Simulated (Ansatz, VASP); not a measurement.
## Zn3SeS2: VASP beside Ansatz

```
Zn Se S
1.0
     3.91584    0.00000    0.00000
    -1.95792    3.39122    0.00000
     0.00000    0.00000   19.21941
Zn Se S
6 2 4
Direct
  0.00000 0.00000 0.00510
  0.00000 0.00000 0.50510
  0.33333 0.66667 0.16671
  0.66667 0.33333 0.66671
  0.66667 0.33333 0.32846
  0.33333 0.66667 0.82846
  0.66667 0.33333 0.45742
  0.33333 0.66667 0.95742
  0.00000 0.00000 0.12771
  0.00000 0.00000 0.62771
  0.33333 0.66667 0.28960
  0.66667 0.33333 0.78960
```

Alike in both runs: functional PBE; k mesh 12 × 12 × 2; occupations gaussian, width 0.02 eV; no spin polarisation.

Ansatz relaxed the structure, and its values are those at the end. VASP's run is a single point on that final structure, the one shown.

|  | VASP | Ansatz |
| --- | --- | --- |
| version | VASP 6.6.1 | Ansatz 0.2.0 |
| potentials or method | VASP PAW PBE potentials, release 64 (Zn, Se, S), cutoff 520 eV | scalar-relativistic, plane waves, PAW |
| valence electrons in the cell | 108 | 128 |

VASP gave:

- gap on the k mesh at the Fermi level (eV): 1.45
- least direct gap on the mesh (eV): 1.45
- pressure (GPa): 0.2
- rms of the force components (eV/Å): 0.004

What did Ansatz give for the same quantities?

gap on the k mesh at the Fermi level (eV): 1.45; least direct gap on the mesh (eV): 1.45; pressure (GPa): 0.0; rms of the force components (eV/Å): 0.003.

The functional is the same, so the differences come from potentials, cutoffs and numerics. VASP's potentials hold 108 valence electrons a cell and Ansatz's 128, so a difference there can come from the potentials and not from the codes.
